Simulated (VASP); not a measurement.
Runs of VASP 6.6.1 on Se. The structure is that of space group P6_3/mmc (No. 194), or close to it. The cells are those of the table. 

```csv
task,cell,cutoff (eV),gap on the mesh (eV),pressure (GPa)
single point,"a = 2.973, b = 2.973, c = 4.017 Å, angles 90.0, 90.0, 120.0°, 2 atoms",520,none,(a)
relaxation of cell and atoms,"relaxed from a = 3.100, b = 3.100, c = 5.062 Å, angles 90.0, 90.0, 120.0°, 2 atoms",600,none,-0.1
relaxation of cell and atoms,"relaxed to 20 GPa from a = 3.100, b = 3.100, c = 5.062 Å, angles 90.0, 90.0, 120.0°, 2 atoms",600,none,20.0
relaxation of cell and atoms,"relaxed to 60 GPa from a = 3.100, b = 3.100, c = 5.062 Å, angles 90.0, 90.0, 120.0°, 2 atoms",600,none,60.0
single point,"a = 3.595, b = 3.595, c = 3.914 Å, angles 90.0, 90.0, 120.0°, 2 atoms",520,none,0.1
```

Alike in all rows: level PBE; potentials or basis VASP PAW PBE potentials, release 64 (Se); no spin polarisation; k mesh 6 × 6 × 4; smearing fermi-dirac 0.01 eV.

Task: Estimate the missing entries.

Result: (a) 40.3.

Caveats: all runs use coarse meshes; the cell is relaxed towards a set pressure, so the enthalpy falls and the energy may rise (some runs).

A k mesh can miss the band edges, and the runs leave out spin-orbit coupling on Se.

A gap of «none» marks levels without a gap at the run's occupations.
